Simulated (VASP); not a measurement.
# TaC (Fm-3m) in VASP: a series of runs

Aim: see how the results for TaC move with the level of theory and the settings. Levels: LDA, PBEsol. Tasks: single point.

All numbers are computed with VASP 6.6.1; they aren't measurements. Logs are shortened: lines on timing, memory, paths and dates and some standing lists are left out, and cuts for length are marked.

### 1 The cell of the first run

Symmetry: Fm-3m, No. 225, cubic system. The conventional cell has a = 4.394 Å, b = 4.394 Å, c = 4.394 Å, α = 90.00°, β = 90.00°, γ = 90.00°. Within 2.9 Å of Ta (site symmetry m-3m) lie 6 C at 2.20 Å. Within 2.9 Å of C (site symmetry m-3m) lie 6 Ta at 2.20 Å.

### 2 Single point, LDA (functional lda, volume scaled by 0.96)

INCAR

```
PREC = Accurate ; ENCUT = 600
EDIFF = 1E-6 ; ISMEAR = -1
SIGMA = 0.05 ; LREAL = False
LASPH = True ; NELM = 120
ALGO = Normal ; ISIF = 2
LWAVE = False ; LCHARG = True
LELF = True ; LVHAR = True
NBANDS = 14 ; GGA_COMPAT = False
```

KPOINTS

```
regular mesh
0
Gamma
  16 16 16
```

POSCAR

```
TaC
1.0
    0.0000000000      2.1969017158      2.1969017158
    2.1969017158      0.0000000000      2.1969017158
    2.1969017158      2.1969017158      0.0000000000
Ta C
1 1
Direct
    0.0000000000      0.0000000000      0.0000000000
    0.5000000000      0.5000000000      0.5000000000
```

Potentials or basis: VASP PAW LDA potentials, release 64 (Ta_pv, C).

Launch:

```
> cat potpaw_LDA.64/Ta_pv/POTCAR potpaw_LDA.64/C/POTCAR > POTCAR
> mpirun -np 1 vasp_std > vasp.out
```

OUTCAR:

```text
PREC = Accurate
   ENCUT = 600
   EDIFF = 1E-6
   ISMEAR = -1
   LREAL = False
   LASPH = True
   NELM = 120
   ISIF = 2

 ion  position               nearest neighbor table
   1  0.000  0.000  0.000-   2 2.20   2 2.20   2 2.20   2 2.20   2 2.20   2 2.20
   2  0.500  0.500  0.500-   1 2.20   1 2.20   1 2.20   1 2.20   1 2.20   1 2.20

  LATTYP: Found a face centered cubic cell.
 ALAT       =     4.3938034316

  Lattice vectors:

 A1 = (   0.0000000000,   2.1969017158,   2.1969017158)
 A2 = (   2.1969017158,   0.0000000000,   2.1969017158)
 A3 = (   2.1969017158,   2.1969017158,   0.0000000000)

Analysis of symmetry for initial positions (statically):
=====================================================================
 Subroutine PRICEL returns:
 Original cell was already a primitive cell.

 Routine SETGRP: Setting up the symmetry group for a
 face centered cubic supercell.

 Subroutine GETGRP returns: Found 48 space group operations
 (whereof 48 operations were pure point group operations)
 out of a pool of 48 trial point group operations.

The static configuration has the point symmetry O_h .

Analysis of symmetry for dynamics (positions and initial velocities):
=====================================================================
 Subroutine PRICEL returns:
 Original cell was already a primitive cell.

 Routine SETGRP: Setting up the symmetry group for a
 face centered cubic supercell.

 Subroutine GETGRP returns: Found 48 space group operations
 (whereof 48 operations were pure point group operations)
 out of a pool of 48 trial point group operations.

The dynamic configuration has the point symmetry O_h .

 Subroutine INISYM returns: Found 48 space group operations
 (whereof 48 operations are pure point group operations),
 and found     1 'primitive' translations

----------------------------------------------------------------------------------------

                                     Primitive cell

  volume of cell :      21.2062

  direct lattice vectors                    reciprocal lattice vectors
     0.000000000  2.196901716  2.196901716    -0.227593249  0.227593249  0.227593249
     2.196901716  0.000000000  2.196901716     0.227593249 -0.227593249  0.227593249
     2.196901716  2.196901716  0.000000000     0.227593249  0.227593249 -0.227593249

  length of vectors
     3.106888202  3.106888202  3.106888202     0.394203071  0.394203071  0.394203071

  position of ions in fractional coordinates (direct lattice)
     0.000000000  0.000000000  0.000000000
[... 83 lines left out ...]
   NFREE  =      0    steps in history (QN), initial steepest desc. (CG)
   ISIF   =      2    stress and relaxation
   ISYM   =      2    0-nonsym 1-usesym 2-fastsym
   POTIM  = 0.5000    time-step for ionic-motion
   TEBEG  =    0.0;   TEEND  =   0.0 temperature during run
   PSTRESS=    0.0 pullay stress
   NELECT =      15.0000    total number of electrons
   NUPDOWN=      -1.0000    fix difference up-down
   EMIN   =  10.00;   EMAX   =-10.00  energy-range for DOS
   EFERMI =   0.00;   METHOD = LEGACY
   ISMEAR =    -1;   SIGMA  =   0.05  broadening in eV -4-tet -1-fermi 0-gaus
   EFERMI_NEDOS =   21; number of points for ismear=-14 and -15
   IALGO  =     38    algorithm
   IMIX   =      4    mixing-type and parameters
     AMIX     =   0.40;   BMIX     =  1.00
     AMIX_MAG =   1.60;   BMIX_MAG =  1.00
  volume/ion in A,a.u.               =      10.60        71.55
  Fermi-wavevector in a.u.,A,eV,Ry     =   1.458651  2.756450 28.948595  2.127662
  Thomas-Fermi vector in A             =   2.575310
   LORBIT       =      0    0 simple, 1 ext, 2 COOP (PROOUT), +10 PAW based schemes
   GGA     = CA    functional components
   LHFCALC =     F    Hartree Fock is set to
   AEXX    =    0.0000 exact exchange contribution
   IVDW    =     0    specifies the selected vdW correction
   LEPSILON=     F    determine dielectric tensor
   LRPA    =     F    only Hartree local field effects (RPA)
 non-spin polarized calculation
  energy-cutoff  :      600.00
  volume of cell :       21.21
 maximum number of plane-waves:       725
 NGX is ok and might be reduce to    28
   NGX = 13   NGY = 13   NGZ = 13

 number of electron      15.0000000 magnetization

 Free energy of the ion-electron system (eV)
  ---------------------------------------------------
  ext. energy  EPLUGINS =         0.00000000
  ---------------------------------------------------
  free energy    TOTEN  =       -24.28774616 eV

  energy without entropy =      -24.28459374  energy(sigma->0) =      -24.28616995

 E-fermi :   8.7054     XC(G=0): -13.5945

 val. band max:        8.6757705013   @ k =   0.4375   0.1875   0.0625
 cond. band min:       8.7133852056   @ k =   0.1250   0.0625   0.0000
 fundamental gap:      0.0376147043
 Fermi energy:         8.7053784699

 k-point     1 :       0.0000    0.0000    0.0000
  band No.  band energies     occupation
      1     -25.9976      2.00000
      2     -25.9976      2.00000
      3     -25.9976      2.00000
      4      -6.1713      2.00000
      5       7.2894      2.00000
      6       7.2894      2.00000
      7       7.2894      2.00000
      8       8.2841      1.99956
      9       8.2841      1.99956
     10       8.2841      1.99956
     11       9.4086      0.00000
     12       9.4086      0.00000
     13      15.9958      0.00000
     14      18.9025      0.00000
[... 377 lines left out ...]
      1     -26.0805      2.00000
      2     -26.0208      2.00000
      3     -26.0001      2.00000
      4      -5.8582      2.00000
      5       6.2119      2.00000
      6       6.3658      2.00000
      7       6.5343      2.00000
      8       7.4660      2.00000
      9       8.4409      1.98997
     10       9.0773      0.00118
     11      10.4594      0.00000
     12      11.6224      0.00000
     13      16.5255      0.00000
     14      19.6717      0.00000

 [... further k-points ...]
[... 5 lines left out ...]
  --------------------------------------------------------------------------------------
  -------------------------------------------------------------------------------------
  Total        0.9090243      0.9090243      0.9090243      0.0000000      0.0000000      0.0000000
  in kB       68.6790394     68.6790394     68.6790394      0.0000000      0.0000000      0.0000000
  external PRESSURE =      68.6790394 kB  Pullay stress =       0.0000000 kB

 VOLUME and BASIS-vectors are now :
 -----------------------------------------------------------------------------
  energy-cutoff  :      600.00
  volume of cell :       21.21
      direct lattice vectors                 reciprocal lattice vectors
     0.000000000  2.196901716  2.196901716    -0.227593249  0.227593249  0.227593249
     2.196901716  0.000000000  2.196901716     0.227593249 -0.227593249  0.227593249
     2.196901716  2.196901716  0.000000000     0.227593249  0.227593249 -0.227593249

 POSITION                                       TOTAL-FORCE (eV/Angst)
 -----------------------------------------------------------------------------------
      0.00000      0.00000      0.00000         0.000000     -0.000000      0.000000
      2.19690      2.19690      2.19690        -0.000000      0.000000     -0.000000
 -----------------------------------------------------------------------------------
    total drift:                                0.000000      0.000000      0.000000

  FREE ENERGIE OF THE ION-ELECTRON SYSTEM (eV)
  ---------------------------------------------------
  free  energy   TOTEN  =       -24.2877461591 eV

  energy  without entropy=      -24.2845937359  energy(sigma->0) =      -24.28616995
```

OSZICAR:

```text
N       E                     dE             d eps       ncg     rms          rms(c)
DAV:   1     0.859883197772E+02    0.85988E+02   -0.85479E+03  4060   0.118E+03
DAV:   2    -0.249387904137E+02   -0.11093E+03   -0.10554E+03  4756   0.304E+02
DAV:   3    -0.277622890435E+02   -0.28235E+01   -0.27970E+01  5122   0.433E+01
DAV:   4    -0.277797777678E+02   -0.17489E-01   -0.17452E-01  4564   0.370E+00
DAV:   5    -0.277798732817E+02   -0.95514E-04   -0.95511E-04  4976   0.258E-01    0.264E+01
DAV:   6    -0.243417090189E+02    0.34382E+01   -0.74066E+00  4960   0.252E+01    0.969E+00
DAV:   7    -0.243251390182E+02    0.16570E-01   -0.66359E-01  5260   0.527E+00    0.632E+00
DAV:   8    -0.242979825471E+02    0.27156E-01   -0.15081E-01  4816   0.237E+00    0.141E+00
DAV:   9    -0.242877505043E+02    0.10232E-01   -0.22562E-02  4774   0.899E-01    0.119E-01
DAV:  10    -0.242877759763E+02   -0.25472E-04   -0.13122E-03  4792   0.357E-01    0.339E-02
DAV:  11    -0.242877479907E+02    0.27986E-04   -0.10543E-04  4966   0.786E-02    0.185E-02
DAV:  12    -0.242877464535E+02    0.15372E-05   -0.75595E-06  4606   0.221E-02    0.828E-03
DAV:  13    -0.242877461591E+02    0.29442E-06   -0.45065E-07  2780   0.441E-03
   1 F= -.24287746E+02 E0= -.24286170E+02  d E =-.315242E-02
```

stdout:

```text
POSCAR found type information on POSCAR TaC
 POSCAR found :  2 types and       2 ions
 scaLAPACK will be used
 LDA part: xc-table for (Slater(with rela. corr.)+CA(PZ))
 , standard interpolation
 POSCAR, INCAR and KPOINTS ok, starting setup
 FFT: planning ... GRIDC
 FFT: planning ... GRID_SOFT
 FFT: planning ... GRID
 WAVECAR not read
 entering main loop
```

Run time: 25 s. Hardware: 1 thread of Intel Xeon 6975P-C (Granite Rapids), shared host; peak memory 0.18 GiB.

Results:

| Item | Value |
| --- | --- |
| Free energy | -24.2877 eV |
| Pressure | 6.9 GPa |

Levels at points of the mesh, in eV from the Fermi level:
| k point | band 4 | band 5 | band 6 | band 7 | band 8 | band 9 | band 10 | band 11 | band 12 | band 13 |
| --- | --- | --- | --- | --- | --- | --- | --- | --- | --- | --- |
| (0.00, 0.00, 0.00) | -14.88 | -1.42 | -1.42 | -1.42 | -0.42 | -0.42 | -0.42 | 0.70 | 0.70 | 7.29 |
| (0.50, 0.00, 0.00) | -10.05 | -8.94 | -5.66 | -5.66 | 2.88 | 2.88 | 3.94 | 5.70 | 10.48 | 10.48 |
| (0.50, 0.50, 0.00) | -12.76 | -4.78 | -4.47 | -1.66 | -1.66 | 2.78 | 4.35 | 4.35 | 7.41 | 8.87 |

Caveat: the cell differs from its parent crystal (functional lda, volume scaled by 0.96); spin-orbit coupling is left out, which moves the levels of the heavy elements.

### 3 Single point, LDA

This run uses another cell than the first one, of 11.04 Å³/atom, 1.042 times its volume.

INCAR

```
ALGO     = Normal         # electronic algorithm
EDIFF    = 1E-6           # SCF threshold, eV
ENCUT    = 600            # plane-wave cutoff, eV
GGA_COMPAT= F            
ISIF     = 2              # what is computed and relaxed
ISMEAR   = -1             # smearing method
LASPH    = T              # aspherical terms in the spheres
LCHARG   = F              # write CHGCAR
LREAL    = F              # projectors in reciprocal space
LWAVE    = F              # write WAVECAR
NBANDS   = 14             # bands
NELM     = 120            # most SCF steps
PREC     = Accurate       # precision mode
SIGMA    = 0.05           # smearing width, eV
```

KPOINTS

```
k-points
0
Gamma
  16 16 16
```

POSCAR

```
TaC
1.0
    0.0000000000      2.2270000000      2.2270000000
    2.2270000000      0.0000000000      2.2270000000
    2.2270000000      2.2270000000      0.0000000000
Ta C
1 1
Direct
    0.0000000000      0.0000000000      0.0000000000
    0.5000000000      0.5000000000      0.5000000000
```

Potentials or basis: VASP PAW LDA potentials, release 64 (Ta_pv, C).

Launch:

```
> cat potpaw_LDA.64/Ta_pv/POTCAR potpaw_LDA.64/C/POTCAR > POTCAR
> mpirun -np 1 vasp_std > vasp.out
```

Run time: 24 s. Hardware: 1 thread of Intel Xeon 6975P-C (Granite Rapids), shared host; peak memory 0.19 GiB.

It converged, with:

```yaml
Free_energy: -24.2852 eV
Pressure: -7.7 GPa
```

Levels at points of the mesh, in eV from the Fermi level:
```
           k point  band 5  band 6  band 7  band 8  band 9  band 10  band 11  band 12
(0.00, 0.00, 0.00)   -1.34   -1.34   -1.34   -0.40   -0.40    -0.40     0.65     0.65
(0.50, 0.00, 0.00)   -8.66   -5.44   -5.44    2.70    2.70     3.70     5.56     9.96
(0.50, 0.50, 0.00)   -4.53   -4.47   -1.66   -1.66    2.61     4.08     4.08     6.91
```

Caveat: spin-orbit coupling is left out, which moves the levels of the heavy elements.

### 4 Single point, PBEsol

This run uses another cell than the first one, of 11.04 Å³/atom, 1.042 times its volume.

INCAR

```
PREC = Accurate ; ENCUT = 600
EDIFF = 1E-6 ; ISMEAR = -1
SIGMA = 0.05 ; LREAL = F
LASPH = T ; NELM = 120
ALGO = Normal ; ISIF = 2
LWAVE = F ; LCHARG = F
GGA = PS ; NBANDS = 14
GGA_COMPAT = F
```

KPOINTS

```
Automatic mesh
0
Gamma
  16 16 16
```

POSCAR is that of step 3.

Potentials or basis: VASP PAW PBE potentials, release 64 (Ta_pv, C).

Launch:

```
> cat potpaw_PBE.64/Ta_pv/POTCAR potpaw_PBE.64/C/POTCAR > POTCAR
> mpirun -np 1 vasp_std > vasp.out
```

Run time: 24 s. Hardware: 1 thread of Intel Xeon 6975P-C (Granite Rapids), shared host; peak memory 0.2 GiB.

The run converged. Its results:

| Property | Result |
| --- | --- |
| Free energy | -23.5280 eV |
| Pressure | -2.5 GPa |

Levels at points of the mesh, in eV from the Fermi level:
```
           k point  band 5  band 6  band 7  band 8  band 9  band 10  band 11  band 12
(0.00, 0.00, 0.00)   -1.34   -1.34   -1.34   -0.41   -0.41    -0.41     0.66     0.66
(0.50, 0.00, 0.00)   -8.74   -5.46   -5.46    2.74    2.74     3.73     5.41    10.03
(0.50, 0.50, 0.00)   -4.58   -4.57   -1.71   -1.71    2.63     4.12     4.12     6.87
```

Caveat: the PAW data sets were made with another functional, which shifts forces and pressure a little; spin-orbit coupling is left out, which moves the levels of the heavy elements.

### 5 Summary

| level | potentials or basis | cell | gap on the mesh (eV) | pressure (GPa) |
| --- | --- | --- | --- | --- |
| LDA | VASP PAW LDA potentials, release 64 (Ta_pv, C) | a = 3.107 Å, angles 60.0°, 2 atoms | none | 6.9 |
| LDA | VASP PAW LDA potentials, release 64 (Ta_pv, C) | a = 3.149 Å, angles 60.0°, 2 atoms | none | -7.7 |
| PBEsol | VASP PAW PBE potentials, release 64 (Ta_pv, C) | a = 3.149 Å, angles 60.0°, 2 atoms | none | -2.5 |

Alike in all rows: task single point; no spin polarisation; k mesh 16 × 16 × 16; cutoff (eV) 600; smearing fermi-dirac 0.05 eV.

Caveats: spin-orbit coupling is left out, which moves the levels of the heavy elements; the PAW data sets were made with another functional, which shifts forces and pressure a little (some runs).

Absolute energies hang on the potentials; compare differences alone.
